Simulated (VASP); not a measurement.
# MgO (dsol) (Fm-3m) in VASP: vibrations by perturbation theory with PBEsol

Aim: the vibrations by perturbation theory of MgO (dsol) with PBEsol.

Program: VASP 6.6.1. These are calculated values, not measurements. Logs are shortened: lines on timing, memory, paths and dates and some standing lists are left out, and cuts for length are marked.

**1. The cell of the first run**

The structure is cubic, space group Fm-3m (No. 225). The conventional cell has a = 4.215 Å, b = 4.215 Å, c = 4.215 Å, α = 90.00°, β = 90.00°, γ = 90.00°. Mg (site symmetry m-3m) has 6 O at 2.11 Å within 2.8 Å. Within 2.8 Å of O (site symmetry m-3m) lie 6 Mg at 2.11 Å.

**2. Vibrations by perturbation theory, PBEsol**

The input, INCAR:

```
SYSTEM = MgO
  PREC = Accurate
  ENCUT = 520
  EDIFF = 1E-8
  ISMEAR = 0
  SIGMA = 0.01
  LREAL = .False.
  LASPH = .True.
  NELM = 80
  ALGO = Normal
  ISIF = 2
  LWAVE = .False.
  LCHARG = .True.
  GGA = PS
  IBRION = 8
  NSW = 1
  LEPSILON = .True.
```

The input, KPOINTS:

```
regular mesh
0
Gamma
  8 8 8
  0 0 0
```

The input, POSCAR:

```
MgO
1.0
    0.0000000000      2.1074458598      2.1074458598
    2.1074458598      0.0000000000      2.1074458598
    2.1074458598      2.1074458598      0.0000000000
Mg O
1 1
Direct
    0.0000000000      0.0000000000      0.0000000000
    0.5000000000      0.5000000000      0.5000000000
```

Potentials or basis: VASP PAW PBE potentials, release 64 (Mg, O).

Launch:

```sh
$ cat potpaw_PBE.64/Mg/POTCAR potpaw_PBE.64/O/POTCAR > POTCAR
$ mpirun -np 1 vasp_std > vasp.out
```

OUTCAR:

```text
SYSTEM = MgO
   PREC = Accurate
   ENCUT = 520
   EDIFF = 1E-8
   ISMEAR = 0
   LREAL = .False.
   LASPH = .True.
   NELM = 80
   ISIF = 2
   GGA = PS
   IBRION = 8
   NSW = 1
   LEPSILON = .True.

 ion  position               nearest neighbor table
   1  0.000  0.000  0.000-   2 2.11   2 2.11   2 2.11   2 2.11   2 2.11   2 2.11
   2  0.500  0.500  0.500-   1 2.11   1 2.11   1 2.11   1 2.11   1 2.11   1 2.11

  LATTYP: Found a face centered cubic cell.
 ALAT       =     4.2148917196

  Lattice vectors:

 A1 = (   0.0000000000,   2.1074458598,   2.1074458598)
 A2 = (   2.1074458598,   0.0000000000,   2.1074458598)
 A3 = (   2.1074458598,   2.1074458598,   0.0000000000)

Analysis of symmetry for initial positions (statically):
=====================================================================
 Subroutine PRICEL returns:
 Original cell was already a primitive cell.

 Routine SETGRP: Setting up the symmetry group for a
 face centered cubic supercell.

 Subroutine GETGRP returns: Found 48 space group operations
 (whereof 48 operations were pure point group operations)
 out of a pool of 48 trial point group operations.

The static configuration has the point symmetry O_h .

Analysis of symmetry for dynamics (positions and initial velocities):
=====================================================================
 Subroutine PRICEL returns:
 Original cell was already a primitive cell.

 Routine SETGRP: Setting up the symmetry group for a
 face centered cubic supercell.

 Subroutine GETGRP returns: Found 48 space group operations
 (whereof 48 operations were pure point group operations)
 out of a pool of 48 trial point group operations.

The dynamic configuration has the point symmetry O_h .

 Subroutine INISYM returns: Found 48 space group operations
 (whereof 48 operations are pure point group operations),
 and found     1 'primitive' translations

----------------------------------------------------------------------------------------

                                     Primitive cell

  volume of cell :      18.7197

  direct lattice vectors                    reciprocal lattice vectors
     0.000000000  2.107445860  2.107445860    -0.237254019  0.237254019  0.237254019
     2.107445860  0.000000000  2.107445860     0.237254019 -0.237254019  0.237254019
     2.107445860  2.107445860  0.000000000     0.237254019  0.237254019 -0.237254019

  length of vectors
     2.980378517  2.980378517  2.980378517     0.410936015  0.410936015  0.410936015

  position of ions in fractional coordinates (direct lattice)
     0.000000000  0.000000000  0.000000000
     0.500000000  0.500000000  0.500000000

  ion indices of the primitive-cell ions
   primitive index   ion index
                 1           1
                 2           2

----------------------------------------------------------------------------------------

 KPOINTS: regular mesh

Automatic generation of k-mesh.
 Grid dimensions read from file:
[... 416 lines left out ...]
 ------------------------------------------------------

 Free energy of the ion-electron system (eV)
  ---------------------------------------------------
  ---------------------------------------------------
  free energy    TOTEN  =        -0.12241841 eV

  energy without entropy =       -0.12241841

------------------------ aborting loop because EDIFF is reached ----------------------------------------

--------------------------------------- Ionic step        2  -------------------------------------------

------------------------ aborting loop because EDIFF is reached ----------------------------------------

--------------------------------------- Ionic step        3  -------------------------------------------

------------------------ aborting loop because EDIFF is reached ----------------------------------------

 PIEZOELECTRIC TENSOR FIELD DIRECTION 3  (e Angst)
 -----------------------------------------------------------------------------
    -0.00013  0.00000  0.00000           ( -0.00001  0.00000  0.00000)
     0.00000 -0.00013  0.00000           (  0.00000 -0.00001 -0.00000)
     0.00000  0.00000 -0.00021           (  0.00000 -0.00000 -0.00001)

 PIEZOELECTRIC TENSOR FIELD DIRECTION 3  (C/m^2)
 -----------------------------------------------------------------------------
    -0.00011  0.00000  0.00000
     0.00000 -0.00011  0.00000
     0.00000  0.00000 -0.00018

--------------------------------------- Ionic step        4  -------------------------------------------

------------------------ aborting loop because EDIFF is reached ----------------------------------------

[... ionic steps 5 to 6 ...]

--------------------------------------- Ionic step        7  -------------------------------------------

 Free energy of the ion-electron system (eV)
  ---------------------------------------------------
  ---------------------------------------------------
  free energy    TOTEN  =        -0.35754146 eV

  energy without entropy =       -0.35754146

------------------------ aborting loop because EDIFF is reached ----------------------------------------

 INTERNAL STRAIN TENSOR  FOR ION    2  DIRECTION 1   (eV/Angst):
 -----------------------------------------------------------------------------
    -0.00538  0.00000 -0.00000
     0.00000  0.00707  0.00000
     0.00000  0.00000  0.00707

 MACROSCOPIC STATIC DIELECTRIC TENSOR (including local field effects in DFT)
 ------------------------------------------------------
           3.172384    -0.000000    -0.000000
           0.000000     3.172384    -0.000000
           0.000000     0.000000     3.172384
 ------------------------------------------------------

 PIEZOELECTRIC TENSOR (including local field effects)  for field in x, y, z        (e  Angst)
          XX          YY          ZZ          XY          YZ          ZX
  --------------------------------------------------------------------------------
  x     0.00000     0.00000     0.00000     0.00000     0.00000     0.00000
  y     0.00000     0.00000     0.00000     0.00000     0.00000     0.00000
  z     0.00000     0.00000     0.00000     0.00000     0.00000     0.00000

 PIEZOELECTRIC TENSOR (including local field effects)  for field in x, y, z        (C/m^2)
          XX          YY          ZZ          XY          YZ          ZX
  --------------------------------------------------------------------------------
  x     0.00000     0.00000     0.00000     0.00000     0.00000     0.00000
  y     0.00000     0.00000     0.00000     0.00000     0.00000     0.00000
  z     0.00000     0.00000     0.00000     0.00000     0.00000     0.00000

 BORN EFFECTIVE CHARGES (including local field effects) (in |e|, cummulative output)
 ---------------------------------------------------------------------------------
 ion    1
    1     1.96707    -0.00000     0.00000
    2     0.00000     1.96707    -0.00000
    3    -0.00000     0.00000     1.96707
 ion    2
    1    -1.96707     0.00000    -0.00000
    2    -0.00000    -1.96707     0.00000
    3     0.00000    -0.00000    -1.96707

 INTERNAL STRAIN TENSOR FOR ION    2 for displacements in x,y,z  (eV/Angst):
          X           Y           Z          XY          YZ          ZX
  --------------------------------------------------------------------------------
  x     0.00000     0.00000     0.00000     0.00000     0.00000     0.00000
  y     0.00000     0.00000     0.00000     0.00000     0.00000     0.00000
  z     0.00000     0.00000     0.00000     0.00000     0.00000     0.00000

 SECOND DERIVATIVES (NOT SYMMETRIZED)
 ------------------------------------
               1X          1Y          1Z          2X          2Y          2Z
  1X    -5.374104    0.000000    0.000000    5.374104    0.000000    0.000000
  1Y     0.000000   -5.374104    0.000000    0.000000    5.374104    0.000000
  1Z     0.000000    0.000000   -5.374104    0.000000    0.000000    5.374104
  2X     5.398608    0.000000    0.000000   -5.398608    0.000000    0.000000
  2Y     0.000000    5.398608    0.000000    0.000000   -5.398608    0.000000
  2Z     0.000000    0.000000    5.398608    0.000000    0.000000   -5.398608

 Eigenvectors and eigenvalues of the dynamical matrix
 ----------------------------------------------------

   1 f  =   11.683472 THz    73.409420 2PiTHz  389.718680 cm-1    48.318936 meV
             X         Y         Z           dx          dy          dz
      0.000000  0.000000  0.000000    -0.629194    0.000000    0.000000
      2.107446  2.107446  2.107446     0.777248   -0.000000    0.000000
[... 21 lines left out ...]
   6 f/i=    0.012997 THz     0.081660 2PiTHz    0.433518 cm-1     0.053749 meV
             X         Y         Z           dx          dy          dz
      0.000000  0.000000  0.000000     0.060381   -0.654330    0.415117
      2.107446  2.107446  2.107446     0.048879   -0.529689    0.336043

--------------------------------------------------------------------------------------------------------

 MACROSCOPIC STATIC DIELECTRIC TENSOR IONIC CONTRIBUTION
 ------------------------------------------------------
           6.943999    -0.000000     0.000000
          -0.000000     6.943999     0.000000
           0.000000     0.000000     6.943999
 ------------------------------------------------------

 ELASTIC MODULI CONTR FROM IONIC RELAXATION (kBar)
 Direction    XX          YY          ZZ          XY          YZ          ZX
 --------------------------------------------------------------------------------
 XX           0.0000      0.0000      0.0000      0.0000      0.0000      0.0000
 YY           0.0000      0.0000      0.0000      0.0000      0.0000      0.0000
 ZZ           0.0000      0.0000      0.0000      0.0000      0.0000      0.0000
 XY           0.0000      0.0000      0.0000      0.0000      0.0000      0.0000
 YZ           0.0000      0.0000      0.0000      0.0000      0.0000      0.0000
 ZX           0.0000      0.0000      0.0000      0.0000      0.0000      0.0000
 --------------------------------------------------------------------------------

 PIEZOELECTRIC TENSOR IONIC CONTR  for field in x, y, z        (C/m^2)
          XX          YY          ZZ          XY          YZ          ZX
  --------------------------------------------------------------------------------
  x     0.00000     0.00000     0.00000     0.00000     0.00000     0.00000
  y     0.00000     0.00000     0.00000     0.00000     0.00000     0.00000
  z     0.00000     0.00000     0.00000     0.00000     0.00000     0.00000
```

It took 3.6 min on 1 thread of AMD EPYC 7R13, shared host; peak memory 0.14 GiB.

Results:

```
Electronic dielectric tensor (diagonal)                 : 3.17
Born charges (mean of the diagonal)                     : Mg +1.97; O -1.97 e
Highest phonon frequency at Γ, LO-TO splitting left out : 390 cm⁻¹
```

Phonon frequencies in cm⁻¹ (negative: imaginary):
```csv
q point,frequencies
"(0.000, 0.000, 0.000)",0 0 0 390 390 390
```

Electronic dielectric tensor:
```
3.17 0.00 0.00
0.00 3.17 0.00
0.00 0.00 3.17
```

Born effective charge tensors (e):
atom 1, Mg
```
1.97 0.00 0.00
0.00 1.97 0.00
0.00 0.00 1.97
```
atom 2, O
```
-1.97  0.00  0.00
 0.00 -1.97  0.00
 0.00  0.00 -1.97
```
